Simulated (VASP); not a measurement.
Here is a VASP 6.6.1 calculation.

INCAR

```
ALGO = Normal
EDIFF = 1E-7
ENCUT = 520
GGA = PS
ISIF = 2
ISMEAR = 0
LASPH = T
LCHARG = F
LREAL = F
LWAVE = F
NBANDS = 11
NELM = 60
PREC = Accurate
SIGMA = 0.01
```

File KPOINTS:

```
k-points
0
Gamma
  10 10 10
```

POSCAR

```
SiC
1.0
    0.0000000000      2.1784118705      2.1893039299
    2.1784118705      0.0000000000      2.1893039299
    2.1784118705      2.1784118705      0.0000000000
Si C
1 1
Direct
    0.0000000000      0.0000000000      0.0000000000
    0.7500000000      0.7500000000      0.7500000000
```

Potentials or basis: VASP PAW PBE potentials, release 64 (Si, C).

Command:

```sh
$ cat potpaw_PBE.64/Si/POTCAR potpaw_PBE.64/C/POTCAR > POTCAR
$ mpirun -np 1 vasp_std > vasp.out
```

**Question.** Predict the pressure.

**Answer.** -0.7 GPa.

**Question.** What does it give for the band gap on the k mesh?

**Answer.** 1.21 eV, indirect (least direct gap 4.43 eV).

Stress tensor (GPa, compression positive):
```
-0.32  0.00  0.00
 0.00 -0.32  0.00
 0.00  0.00 -1.60
```

Caveat: the cell differs from its parent crystal (z stretched by +0.5 %, x and y held); the PAW data sets were made with another functional, which shifts forces and pressure a little. A k mesh can miss the band edges.
